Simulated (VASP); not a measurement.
## TaSi2: relaxation of cell and atoms with PBE

The system is TaSi2.

```
CELL_PARAMETERS angstrom
4.33209 0.00000 0.00000
-2.16605 3.75170 0.00000
0.00000 0.00000 2.70799
ATOMIC_POSITIONS crystal
Ta 0.00000 0.00000 0.00000
Si 0.33333 0.66667 0.50000
Si 0.66667 0.33333 0.50000
```

| Item | Value |
| --- | --- |
| Program | VASP 6.6.1 |
| Task | relaxation of cell and atoms |
| Functional | PBE |
| Potentials or basis | VASP PAW PBE potentials, release 64 (Ta_pv, Si) |
| Cutoff | 600 eV |
| k mesh | 6 × 6 × 6 |
| Occupations | gaussian, width 0.1 eV |
| Spin | no spin polarisation |
| Dipole correction | no |
| Further INCAR settings | ALGO = Normal; EDIFF = 1e-07; IBRION = 2; EDIFFG = -0.04; NSW = 90; ISIF = 3 |

- Relaxed volume: 14.92 Å³/atom
- Relaxed cell: a = 4.417 Å, b = 4.417 Å, c = 2.649 Å, α = 90.00°, β = 90.00°, γ = 120.00°
- Space group after relaxing (to 0.05 Å): P6/mmm (No. 191)
- Energy gained by relaxing: 9.5 meV/atom
- Ionic steps: 5
- Pressure after relaxing: -0.2 GPa

Stress tensor (GPa, compression positive):
```
-0.24  0.00  0.00
 0.00 -0.24  0.00
 0.00  0.00 -0.09
```

The path:
| step | energy change (eV) | largest force (eV/Å) | pressure (GPa) | volume (Å³) |
| --- | --- | --- | --- | --- |
| 1 | 0.0000 | 0.0000 | 1.39 | 44.01 |
| 2 | -0.0219 | 0.0000 | -1.04 | 44.82 |
| 3 | -0.0239 | 0.0000 | -1.70 | 45.06 |
| 4 | -0.0236 | 0.0000 | 1.58 | 44.41 |
| 5 | -0.0284 | 0.0000 | -0.19 | 44.76 |

Final structure:
```
Ta Si
1.0
     4.41659    0.00000    0.00000
    -2.20830    3.82488    0.00000
     0.00000    0.00000    2.64936
Ta Si
1 2
Direct
  0.00000 0.00000 0.00000
  0.33333 0.66667 0.50000
  0.66667 0.33333 0.50000
```

Levels at points of the mesh, in eV from the Fermi level:
| k point | band 5 | band 6 | band 7 | band 8 | band 9 | band 10 | band 11 | band 12 | band 13 |
| --- | --- | --- | --- | --- | --- | --- | --- | --- | --- |
| (0.00, 0.00, 0.00) | -5.88 | -5.88 | -5.23 | -3.63 | -0.94 | -0.94 | 3.73 | 3.73 | 4.64 |
| (0.50, 0.00, 0.00) | -10.63 | -5.54 | -5.31 | -2.03 | -1.49 | 2.76 | 3.02 | 3.21 | 3.56 |
| (0.00, 0.00, 0.50) | -7.58 | -3.79 | -3.79 | -1.43 | -1.43 | -1.11 | -1.11 | -0.99 | 0.46 |
| (0.50, 0.00, 0.50) | -5.85 | -5.25 | -5.16 | -5.07 | 0.10 | 0.70 | 0.97 | 1.69 | 2.15 |

Wall time 27 s on 1 thread of Intel(R) Xeon(R) 6975P-C (Granite Rapids), on a shared host, peak memory 0.19 GiB.

Caveat: the k points lie up to 0.40 Å⁻¹ apart in the final cell; spin-orbit coupling is left out, which moves the levels of the heavy elements.
